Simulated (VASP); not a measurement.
# MoS2 (R3m) in VASP: notebook

MoS2 is run at these levels: PBE; tasks: single point.

All numbers are computed with VASP 6.6.1; they aren't measurements. Logs are shortened: lines on timing, memory, paths and dates and some standing lists are left out, and cuts for length are marked.

### Step 1. The cell of the first run

The structure is trigonal, space group R3m (No. 160). The conventional cell has a = 3.073 Å, b = 3.073 Å, c = 17.944 Å, α = 90.00°, β = 90.00°, γ = 120.00°. Mo (site symmetry 3m) has 6 S at 2.32 Å and 6 Mo at 3.07 Å within 3.1 Å. S (site symmetry 3m) has 3 Mo at 2.32 Å and 7 S at 3.00 to 3.07 Å within 3.1 Å. Within 3.1 Å of S (site symmetry 3m) lie 3 Mo at 2.32 Å and 7 S at 3.00 to 3.07 Å.

### Step 2. Single point, PBE

Input file INCAR:

```
SYSTEM = MoS2
  ALGO = Normal
  EDIFF = 1E-6
  ENCUT = 520
  GGA = PE
  ISIF = 2
  ISMEAR = 1
  LASPH = .True.
  LCHARG = .False.
  LREAL = .False.
  LWAVE = .False.
  NBANDS = 20
  NELM = 60
  PREC = Accurate
  SIGMA = 0.1
```

Input file KPOINTS:

```
k-points
0
Gamma
  11 11 11
  0 0 0
```

Input file POSCAR:

```
MoS2
1.0
    1.5366903454      0.8872081709      5.9814212812
   -1.5366903454      0.8872081709      5.9814212812
    0.0000000000     -1.7744173145      5.9814212812
Mo S
1 2
Direct
    0.0000000000      0.0000000000      0.0000000000
    0.2500000000      0.2500000000      0.2500000000
    0.4170000000      0.4170000000      0.4170000000
```

Potentials or basis: VASP PAW PBE potentials, release 64 (Mo_sv, S).

Run with:

```bash
> cat potpaw_PBE.64/Mo_sv/POTCAR potpaw_PBE.64/S/POTCAR > POTCAR
> mpirun -np 1 vasp_std > vasp.out
```

OUTCAR:

```text
SYSTEM = MoS2
   EDIFF = 1E-6
   ENCUT = 520
   GGA = PE
   ISIF = 2
   ISMEAR = 1
   LASPH = .True.
   LREAL = .False.
   NELM = 60
   PREC = Accurate

 ion  position               nearest neighbor table
   1  0.000  0.000  0.000-   2 2.32   2 2.32   2 2.32   3 2.32   3 2.32   3 2.32
   2  0.250  0.250  0.250-   1 2.32   1 2.32   1 2.32
   3  0.417  0.417  0.417-   1 2.32   1 2.32   1 2.32

  LATTYP: Found a trigonal (rhomboedric) cell.
 ALAT       =     6.2390669254
 COS(alpha) =     0.8786713312

  Lattice vectors:

 A1 = (   1.5366903454,   0.8872081709,   5.9814212812)
 A2 = (  -1.5366903454,   0.8872081709,   5.9814212812)
 A3 = (   0.0000000000,  -1.7744173145,   5.9814212812)

Analysis of symmetry for initial positions (statically):
=====================================================================
 Subroutine PRICEL returns:
 Original cell was already a primitive cell.

 Routine SETGRP: Setting up the symmetry group for a
 trigonal (rhombohedral) supercell.

 Subroutine GETGRP returns: Found  6 space group operations
 (whereof  6 operations were pure point group operations)
 out of a pool of 12 trial point group operations.

The static configuration has the point symmetry C_3v.

Analysis of symmetry for dynamics (positions and initial velocities):
=====================================================================
 Subroutine PRICEL returns:
 Original cell was already a primitive cell.

 Routine SETGRP: Setting up the symmetry group for a
 trigonal (rhombohedral) supercell.

 Subroutine GETGRP returns: Found  6 space group operations
 (whereof  6 operations were pure point group operations)
 out of a pool of 12 trial point group operations.

The dynamic configuration has the point symmetry C_3v.

 Subroutine INISYM returns: Found  6 space group operations
 (whereof  6 operations are pure point group operations),
 and found     1 'primitive' translations

----------------------------------------------------------------------------------------

                                     Primitive cell

  volume of cell :      48.9292

  direct lattice vectors                    reciprocal lattice vectors
     1.536690345  0.887208171  5.981421281     0.325374596  0.187855129  0.055728125
    -1.536690345  0.887208171  5.981421281    -0.325374596  0.187855129  0.055728125
     0.000000000 -1.774417314  5.981421281     0.000000000 -0.375710259  0.055728095

  length of vectors
     6.239066925  6.239066925  6.239067026     0.379820749  0.379820749  0.379820772

  position of ions in fractional coordinates (direct lattice)
     0.000000000  0.000000000  0.000000000
     0.250000000  0.250000000  0.250000000
     0.417000000  0.417000000  0.417000000

  ion indices of the primitive-cell ions
   primitive index   ion index
                 1           1
                 2           2
                 3           3

----------------------------------------------------------------------------------------

 KPOINTS: k-points

Automatic generation of k-mesh.
 Grid dimensions read from file:
 generate k-points for:   11   11   11

 Generating k-lattice:

  Cartesian coordinates                     Fractional coordinates (reciprocal lattice)
     0.029579509  0.017077739  0.005066193     0.090909091 -0.000000000  0.000000000
    -0.029579509  0.017077739  0.005066193    -0.000000000  0.090909091  0.000000000
     0.000000000 -0.034155478  0.005066190     0.000000000  0.000000000  0.090909091

  Length of vectors
     0.034529159  0.034529159  0.034529161

  Shift w.r.t. Gamma in fractional coordinates (k-lattice)
     0.000000000  0.000000000  0.000000000

 Subroutine IBZKPT returns following result:
 ===========================================

 Found    146 irreducible k-points:

 Following reciprocal coordinates:
            Coordinates               Weight
  0.000000  0.000000  0.000000      1.000000
  0.090909  0.000000  0.000000      6.000000
  0.181818  0.000000  0.000000      6.000000
  0.272727  0.000000  0.000000      6.000000
  0.363636  0.000000  0.000000      6.000000
  0.454545  0.000000  0.000000      6.000000
[... 16 lines left out ...]
 -0.272727  0.181818  0.000000     12.000000
 -0.181818  0.181818  0.000000      6.000000
 [... further k-points ...]
   k-points           NKPTS =    146   k-points in BZ     NKDIM =    146   number of bands    NBANDS=     20
   number of dos      NEDOS =    301   number of ions     NIONS =      3
   total plane-waves  NPLWV = 110592
   dimension x,y,z NGX =    48 NGY =   48 NGZ =   48
   dimension x,y,z NGXF=    96 NGYF=   96 NGZF=   96
   ions per type =               1   2
   NGX,Y,Z   is equivalent  to a cutoff of  12.79, 12.79, 12.79 a.u.
   NGXF,Y,Z  is equivalent  to a cutoff of  25.58, 25.58, 25.58 a.u.
 SYSTEM =  MoS2
   PREC   = accura    normal or accurate (medium, high low for compatibility)
   ISTART =      0    job   : 0-new  1-cont  2-samecut
   ICHARG =      2    charge: 1-file 2-atom 10-const
[... 42 lines left out ...]
   NGX = 23   NGY = 23   NGZ = 23

 number of electron      26.0000002 magnetization

 Free energy of the ion-electron system (eV)
  ---------------------------------------------------
  ext. energy  EPLUGINS =         0.00000000
  ---------------------------------------------------
  free energy    TOTEN  =       -21.44874625 eV

  energy without entropy =      -21.44876204  energy(sigma->0) =      -21.44875151

 E-fermi :   8.9388     XC(G=0): -11.2439

 val. band max:        8.8622915463   @ k =   0.4545   0.4545   0.4545
 cond. band min:       9.7299240960   @ k =  -0.1818   0.1818   0.0000
 fundamental gap:      0.8676325497
 Fermi energy:         8.9387660126

 k-point     1 :       0.0000    0.0000    0.0000
  band No.  band energies     occupation
      1     -52.7317      2.00000
      2     -26.9937      2.00000
      3     -26.6548      2.00000
      4     -26.6548      2.00000
      5      -6.9073      2.00000
      6      -4.8889      2.00000
[... 12 lines left out ...]
     19      17.2389      0.00000
     20      17.6825      0.00000

 k-point     2 :       0.0909    0.0000    0.0000
  band No.  band energies     occupation
      1     -52.7268      2.00000
      2     -26.9843      2.00000
      3     -26.7009      2.00000
      4     -26.6650      2.00000
      5      -6.7598      2.00000
      6      -4.8532      2.00000
[... 12 lines left out ...]
     19      17.6429      0.00000
     20      17.8383      0.00000

 k-point     3 :       0.1818    0.0000    0.0000
  band No.  band energies     occupation
      1     -52.7137      2.00000
      2     -26.9590      2.00000
      3     -26.8229      2.00000
      4     -26.6923      2.00000
      5      -6.3440      2.00000
      6      -4.7521      2.00000
[... 12 lines left out ...]
     19      17.5916      0.00000
     20      18.1085      0.00000

 k-point     4 :       0.2727    0.0000    0.0000
  band No.  band energies     occupation
      1     -52.6964      2.00000
      2     -26.9794      2.00000
      3     -26.9257      2.00000
      4     -26.7278      2.00000
      5      -5.7404      2.00000
      6      -4.6064      2.00000
[... 12 lines left out ...]
     19      17.0152      0.00000
     20      17.8414      0.00000

 k-point     5 :       0.3636    0.0000    0.0000
  band No.  band energies     occupation
      1     -52.6804      2.00000
      2     -27.1201      2.00000
      3     -26.8949      2.00000
      4     -26.7602      2.00000
      5      -5.0959      2.00000
      6      -4.4573      2.00000
[... 12 lines left out ...]
     19      16.1072      0.00000
     20      16.7154      0.00000
[... 353 lines left out ...]
      6      -4.2844      2.00000
[... 12 lines left out ...]
     19      17.3323      0.00000
     20      17.8690      0.00000

 k-point    22 :      -0.3636    0.1818    0.0000
  band No.  band energies     occupation
      1     -52.6665      2.00000
      2     -27.1539      2.00000
      3     -26.8794      2.00000
      4     -26.8681      2.00000
      5      -4.4503      2.00000
      6      -4.2726      2.00000
[... 12 lines left out ...]
     19      17.2351      0.00000
     20      17.8955      0.00000

 k-point    23 :      -0.2727    0.1818    0.0000
  band No.  band energies     occupation
      1     -52.6745      2.00000
      2     -27.1049      2.00000
      3     -26.8836      2.00000
      4     -26.8419      2.00000
      5      -4.8570      2.00000
      6      -4.3546      2.00000
[... 12 lines left out ...]
     19      16.9717      0.00000
     20      17.9511      0.00000

 k-point    24 :      -0.1818    0.1818    0.0000
  band No.  band energies     occupation
      1     -52.6880      2.00000
      2     -27.0181      2.00000
      3     -26.9095      2.00000
      4     -26.7822      2.00000
      5      -5.4351      2.00000
      6      -4.4975      2.00000
[... 12 lines left out ...]
     19      17.4429      0.00000
     20      18.2465      0.00000

 [... further k-points ...]

------------------------ aborting loop because EDIFF is reached ----------------------------------------

  FORCE on cell =-STRESS in cart. coord.  units (eV):
  Direction    XX          YY          ZZ          XY          YZ          ZX
  --------------------------------------------------------------------------------------
  -------------------------------------------------------------------------------------
  Total        6.1490266      6.1490253      7.3662476      0.0000000     -0.0000004      0.0000000
  in kB      201.3488974    201.3488568    241.2066073      0.0000000     -0.0000131      0.0000000
  external PRESSURE =     214.6347872 kB  Pullay stress =       0.0000000 kB

 VOLUME and BASIS-vectors are now :
 -----------------------------------------------------------------------------
  energy-cutoff  :      520.00
  volume of cell :       48.93
      direct lattice vectors                 reciprocal lattice vectors
     1.536690345  0.887208171  5.981421281     0.325374596  0.187855129  0.055728125
    -1.536690345  0.887208171  5.981421281    -0.325374596  0.187855129  0.055728125
     0.000000000 -1.774417314  5.981421281     0.000000000 -0.375710259  0.055728095

 POSITION                                       TOTAL-FORCE (eV/Angst)
 -----------------------------------------------------------------------------------
      0.00000      0.00000      0.00000         0.000000     -0.000000      0.103408
      0.00000     -0.00000      4.48607         0.000000      0.000000     -2.111743
      0.00000     -0.00000      7.48276         0.000000     -0.000000      2.008335
 -----------------------------------------------------------------------------------
    total drift:                                0.000000     -0.000003      0.000026

  FREE ENERGIE OF THE ION-ELECTRON SYSTEM (eV)
  ---------------------------------------------------
  free  energy   TOTEN  =       -21.4487462466 eV

  energy  without entropy=      -21.4487620437  energy(sigma->0) =      -21.44875151
```

Wall time 5.1 min (1 thread of AMD EPYC 7R13 (Zen 3), shared host); peak memory 0.36 GiB.

Results:

* Free energy: -21.4487 eV
* Pressure: 21.5 GPa
* Largest force: 2.112 eV/Å
* Band gap on the k mesh: 0.87 eV (least direct gap 2.12 eV)

Forces in eV/Å, atoms in the order of the input:
```
Mo   0.000  0.000  0.103
S    0.000  0.000 -2.112
S    0.000  0.000  2.008
```

Stress tensor (GPa, compression positive):
```
20.13  0.00  0.00
 0.00 20.13  0.00
 0.00  0.00 24.12
```

Caveat: the cell stands under pressure; forces of over 1 eV/Å act on the atoms, so gaps and moduli don't describe the material at rest. A k mesh can miss the band edges.

### Step 3. Single point, PBE

This run uses another cell than the first one, of 16.78 Å³/atom.

Input file INCAR:

```
  PREC = Accurate
  ENCUT = 520
  EDIFF = 1E-6
  ISMEAR = 1
  SIGMA = 0.1
  LREAL = False
  LASPH = True
  NELM = 80
  ALGO = Normal
  ISIF = 2
  LWAVE = False
  LCHARG = False
  GGA = PE
  NBANDS = 20
```

Input file KPOINTS:

```
regular mesh
0
Gamma
  11 11 11
```

Input file POSCAR:

```
MoS2
1.0
    1.5513964098      0.8956987172      6.0386632405
   -1.5513964098      0.8956987172      6.0386632405
    0.0000000000     -1.7913984162      6.0386632405
Mo S
1 2
Direct
    0.0000000000      0.0000000000      0.0000000000
    0.2500000000      0.2500000000      0.2500000000
    0.4170000000      0.4170000000      0.4170000000
```

Potentials or basis: VASP PAW PBE potentials, release 64 (Mo_sv, S).

Run with:

```bash
> cat potpaw_PBE.64/Mo_sv/POTCAR potpaw_PBE.64/S/POTCAR > POTCAR
> mpirun -np 1 vasp_std > vasp.out
```

It took 5.1 min on 1 thread of AMD EPYC 7R13 (Zen 3), shared host; peak memory 0.36 GiB.

Results (log left out):

| Property | Result |
| --- | --- |
| Free energy | -21.6113 eV |
| Pressure | 15.3 GPa |
| Largest force | 1.521 eV/Å |
| Band gap on the k mesh | 0.90 eV (least direct gap 2.04 eV) |

Forces in eV/Å, atoms in the order of the input:
```
Mo   0.000  0.000  0.097
S    0.000  0.000 -1.521
S    0.000  0.000  1.424
```

Stress tensor (GPa, compression positive):
```
14.14  0.00  0.00
 0.00 14.14  0.00
 0.00  0.00 17.53
```

Levels at points of the mesh, in eV from the valence-band top:
| k point | band 10 | band 11 | band 12 | band 13 | band 14 | band 15 | band 16 | band 17 |
| --- | --- | --- | --- | --- | --- | --- | --- | --- |
| (0.00, 0.00, 0.00) | -2.51 | -2.51 | -1.38 | -1.30 | 2.10 | 2.10 | 2.62 | 2.62 |

Caveat: the cell stands under pressure; forces of over 1 eV/Å act on the atoms, so gaps and moduli don't describe the material at rest. A k mesh can miss the band edges.

### Step 4. Single point, PBE

This run uses another cell than the first one, of 17.26 Å³/atom.

Input file INCAR:

```
ALGO     = Normal         # electronic algorithm
EDIFF    = 1E-6           # SCF threshold, eV
ENCUT    = 520            # plane-wave cutoff, eV
GGA      = PE             # functional
ISIF     = 2              # what is computed and relaxed
ISMEAR   = 1              # smearing method
LASPH    = True           # aspherical terms in the spheres
LCHARG   = False          # write CHGCAR
LREAL    = False          # projectors in reciprocal space
LWAVE    = False          # write WAVECAR
NBANDS   = 20             # bands
NELM     = 60             # most SCF steps
PREC     = Accurate       # precision mode
SIGMA    = 0.1            # smearing width, eV
```

Input file KPOINTS:

```
k-points
0
Gamma
  11 11 11
```

Input file POSCAR:

```
MoS2
1.0
    1.5658288330      0.9040312768      6.0948400780
   -1.5658288330      0.9040312768      6.0948400780
    0.0000000000     -1.8080635445      6.0948400780
Mo S
1 2
Direct
    0.0000000000      0.0000000000      0.0000000000
    0.2500000000      0.2500000000      0.2500000000
    0.4170000000      0.4170000000      0.4170000000
```

Run with:

```bash
> cat potpaw_PBE.64/Mo_sv/POTCAR potpaw_PBE.64/S/POTCAR > POTCAR
> mpirun -np 1 vasp_std > vasp.out
```

It took 5.2 min on 1 thread of AMD EPYC 7R13 (Zen 3), shared host; peak memory 0.37 GiB.

It converged, with:

```
Free energy            : -21.7227 eV
Pressure               : 9.9 GPa
Largest force          : 0.988 eV/Å
Band gap on the k mesh : 0.92 eV (least direct gap 1.97 eV)
```

Forces in eV/Å, atoms in the order of the input:
```
Mo   0.000  0.000  0.092
S    0.000  0.000 -0.988
S    0.000  0.000  0.896
```

Stress tensor (GPa, compression positive):
```
 8.95  0.00  0.00
 0.00  8.95  0.00
 0.00  0.00 11.79
```

Levels at points of the mesh, in eV from the valence-band top:
| k point | band 9 | band 10 | band 11 | band 12 | band 13 | band 14 | band 15 | band 16 | band 17 | band 18 |
| --- | --- | --- | --- | --- | --- | --- | --- | --- | --- | --- |
| (0.00, 0.00, 0.00) | -3.60 | -2.41 | -2.41 | -1.30 | -1.24 | 2.07 | 2.07 | 2.53 | 2.53 | 5.61 |

Caveat: the cell stands under pressure.

### Step 5. Single point, PBE

This run uses another cell than the first one, of 17.73 Å³/atom.

Input file INCAR:

```
SYSTEM = MoS2
PREC = Accurate ; ENCUT = 520
EDIFF = 1E-6 ; ISMEAR = 1
SIGMA = 0.1 ; LREAL = .FALSE.
LASPH = .TRUE. ; NELM = 100
ALGO = Normal ; ISIF = 2
LWAVE = .FALSE. ; LCHARG = .FALSE.
GGA = PE ; NBANDS = 20
```

Input file KPOINTS:

```
Automatic mesh
0
G
  11 11 11
  0 0 0
```

Input file POSCAR:

```
MoS2
1.0
    1.5800000000      0.9122130000      6.1500000000
   -1.5800000000      0.9122130000      6.1500000000
    0.0000000000     -1.8244270000      6.1500000000
Mo S
1 2
Direct
    0.0000000000      0.0000000000      0.0000000000
    0.2500000000      0.2500000000      0.2500000000
    0.4170000000      0.4170000000      0.4170000000
```

Run with:

```bash
> cat potpaw_PBE.64/Mo_sv/POTCAR potpaw_PBE.64/S/POTCAR > POTCAR
> mpirun -np 1 vasp_std > vasp.out
```

Wall time 5.2 min (1 thread of AMD EPYC 7R13 (Zen 3), shared host); peak memory 0.37 GiB.

The run converged. Its results:

```yaml
Free_energy: -21.7896 eV
Pressure: 5.2 GPa
Largest_force: 0.506 eV/Å
Band_gap_on_the_k_mesh: 0.94 eV (least direct gap 1.90 eV)
```

Forces on the atoms (eV/Å):
```
Mo   0.000  0.000  0.087
S    0.000  0.000 -0.506
S    0.000  0.000  0.420
```

Stress tensor (GPa, compression positive):
```
4.43 0.00 0.00
0.00 4.43 0.00
0.00 0.00 6.77
```

Levels at points of the mesh, in eV from the valence-band top:
```csv
k point,band 11,band 12,band 13,band 14,band 15,band 16
"(0.00, 0.00, 0.00)",-2.33,-1.26,-1.16,2.04,2.04,2.46
```

Caveat: the cell stands under pressure. A k mesh can miss the band edges.

### Step 6. Single point, PBE

This run uses another cell than the first one, of 18.20 Å³/atom.

Input file INCAR:

```
PREC     = Accurate       # precision mode
ENCUT    = 520            # plane-wave cutoff, eV
EDIFF    = 1E-6           # SCF threshold, eV
ISMEAR   = 1              # smearing method
SIGMA    = 0.1            # smearing width, eV
LREAL    = F              # projectors in reciprocal space
LASPH    = T              # aspherical terms in the spheres
NELM     = 100            # most SCF steps
ALGO     = Normal         # electronic algorithm
ISIF     = 2              # what is computed and relaxed
LWAVE    = F              # write WAVECAR
LCHARG   = F              # write CHGCAR
GGA      = PE             # functional
NBANDS   = 20             # bands
```

Input file KPOINTS:

```
Automatic mesh
0
Gamma
  11 11 11
```

Input file POSCAR:

```
MoS2
1.0
    1.5939214222      0.9202505331      6.2041878141
   -1.5939214222      0.9202505331      6.2041878141
    0.0000000000     -1.8405020750      6.2041878141
Mo S
1 2
Direct
    0.0000000000      0.0000000000      0.0000000000
    0.2500000000      0.2500000000      0.2500000000
    0.4170000000      0.4170000000      0.4170000000
```

Potentials or basis: VASP PAW PBE potentials, release 64 (Mo_sv, S).

Run with:

```bash
> cat potpaw_PBE.64/Mo_sv/POTCAR potpaw_PBE.64/S/POTCAR > POTCAR
> mpirun -np 1 vasp_std > vasp.out
```

It took 5.7 min on 1 thread of AMD EPYC 7R13 (Zen 3), shared host; peak memory 0.37 GiB.

The run converged. Its results:

| Property | Result |
| --- | --- |
| Free energy | -21.8178 eV |
| Pressure | 1.1 GPa |
| Largest force | 0.082 eV/Å |
| Band gap on the k mesh | 0.96 eV (least direct gap 1.83 eV) |

Forces on the atoms (eV/Å):
```
Mo   0.000  0.000  0.082
S    0.000  0.000 -0.071
S    0.000  0.000 -0.010
```

Stress tensor (GPa, compression positive):
```
0.51 0.00 0.00
0.00 0.51 0.00
0.00 0.00 2.40
```

Levels at points of the mesh, in eV from the valence-band top:
| k point | band 11 | band 12 | band 13 | band 14 | band 15 | band 16 |
| --- | --- | --- | --- | --- | --- | --- |
| (0.00, 0.00, 0.00) | -2.25 | -1.23 | -1.07 | 2.00 | 2.00 | 2.38 |

A k mesh can miss the band edges. PBE gaps usually lie below the measured ones, often by a third to a half.

### Step 7. The runs side by side

```tsv
cell	gap on the mesh (eV)	pressure (GPa)	largest force (eV/Å)
a = 6.239 Å, angles 28.5°, 3 atoms	0.87	21.5	2.11
a = 6.299 Å, angles 28.5°, 3 atoms	0.90	15.3	1.52
a = 6.357 Å, angles 28.5°, 3 atoms	0.92	9.9	0.99
a = 6.415 Å, angles 28.5°, 3 atoms	0.94	5.2	0.51
a = 6.471 Å, angles 28.5°, 3 atoms	0.96	1.1	0.08
```

Alike in all rows: task single point; level PBE; potentials or basis VASP PAW PBE potentials, release 64 (Mo_sv, S); no spin polarisation; k mesh 11 × 11 × 11; cutoff (eV) 520; smearing methfessel-paxton 0.1 eV.

Caveats: the cell stands under pressure (at least some runs); forces of over 1 eV/Å act on the atoms, so gaps and moduli don't describe the material at rest (at least some runs).

Absolute energies hang on the potentials; compare differences alone.
